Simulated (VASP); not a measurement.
Here is a VASP 6.6.1 calculation.

File POSCAR:

```
MgO
1.0
    0.0000000000      2.1351500000      2.1351500000
    2.1351500000      0.0000000000      2.1351500000
    2.1351500000      2.1351500000      0.0000000000
Mg O
1 1
Direct
    0.0000000000      0.0000000000      0.0000000000
    0.5234175585      0.4765824415      0.4765824415
```

INCAR.step1

```
ALGO = Normal
EDIFF = 1E-5
ENCUT = 920
GGA = PE
GGA_COMPAT = F
ISMEAR = 0
LASPH = T
LCHARG = F
LREAL = F
LWAVE = T
NBANDS = 15
NELM = 120
PREC = Accurate
SIGMA = 0.05
```

INCAR.step2

```
ALGO = Normal
EDIFF = 1E-6
ENCUT = 920
GGA_COMPAT = F
ISIF = 2
ISMEAR = 0
ISTART = 1
LASPH = T
LCHARG = F
LMIXTAU = T
LREAL = F
LWAVE = F
METAGGA = R2SCAN
NBANDS = 15
NELM = 120
PREC = Accurate
SIGMA = 0.05
```

The input KPOINTS:

```
k-points
0
Gamma
  10 10 10
```

Potentials or basis: VASP PAW PBE potentials, release 64 (Mg_sv, O).

Launch:

```bash
$ cat potpaw_PBE.64/Mg_sv/POTCAR potpaw_PBE.64/O/POTCAR > POTCAR
$ cp INCAR.step1 INCAR
$ mpirun -np 1 vasp_std > vasp.out
$ cp INCAR.step2 INCAR
$ mpirun -np 1 vasp_std > vasp.out
```

Task: Estimate the pressure.

Result: -5.6 GPa.

Task: What does it give for the largest force?

Result: 0.503 eV/Å.

Task: Estimate the band gap on the k mesh.

Result: 5.24 eV.

Stress tensor (GPa, compression positive):
```
-3.52  0.00  0.00
 0.00 -6.67  0.00
 0.00  0.00 -6.67
```

Caveat: the cell differs from its parent crystal (atom 2 (O) moved by (-0.100, +0.000) A along x and z); the cell stands under tension; the PAW data sets were made with another functional, which shifts forces and pressure a little.
